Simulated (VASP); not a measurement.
Input of a VASP 6.6.1 run:

File INCAR:

```
SYSTEM = BaLi7F9
PREC = Accurate
ENCUT = 520
EDIFF = 1E-7
ISMEAR = -1
SIGMA = 0.1181
LREAL = Auto
LASPH = .TRUE.
NELM = 80
ALGO = Normal
ISIF = 2
LWAVE = .FALSE.
LCHARG = .FALSE.
GGA = PE
ISYM = 0
NBANDS = 61
```

The input KPOINTS:

```
Automatic mesh
0
G
  1 1 1
  0 0 0
```

The input POSCAR:

```
BaLi7F9
1.0
    5.6029570000      0.0278370000     -0.0374620000
    0.0278370000      5.7534950000     -0.0718080000
   -0.0374620000     -0.0718080000      5.5402340000
Ba F Li
1 9 7
Direct
    0.8516302509      0.9677574877      0.7161694799
    0.5636835877      0.8428503736      0.2637960985
    0.9058825958      0.5209702566      0.4541530206
    0.1487927634      0.6038473467      0.1896255907
    0.7474786240      0.5587364679      0.9474436987
    0.3553593834      0.7069867877      0.7161052729
    0.4420300046      0.3089750408      0.4374044865
    0.5540680141      0.1629305774      0.9835234784
    0.1319791861      0.1786249115      0.9328409056
    0.0804878589     -0.0068850110      0.3260732015
    0.1239367912      0.3251476049      0.2702644183
    0.8512360923      0.6834033979      0.2270066278
    0.4698331949      0.3212901252      0.7692579578
    0.6323761552      0.3556633402      0.2475309795
    0.0714956917      0.4897538087      0.8975645457
    0.3329385643      0.9377485425      0.0104523368
    0.3019430052      0.7298431052      0.4261202618
```

Potentials or basis: VASP PAW PBE potentials, release 64 (Ba_sv, F, Li_sv).

Command:

```bash
$ cat potpaw_PBE.64/Ba_sv/POTCAR potpaw_PBE.64/F/POTCAR potpaw_PBE.64/Li_sv/POTCAR > POTCAR
$ mpirun -np 1 vasp_gam > vasp.out
```

(1) Estimate the band gap on the k mesh.

(2) Estimate the largest force.

## Answers

(1) 6.05 eV.

(2) 3.989 eV/Å.

Caveat: the k points lie up to 1.13 Å⁻¹ apart; spin-orbit coupling is left out, which moves the levels of the heavy elements.
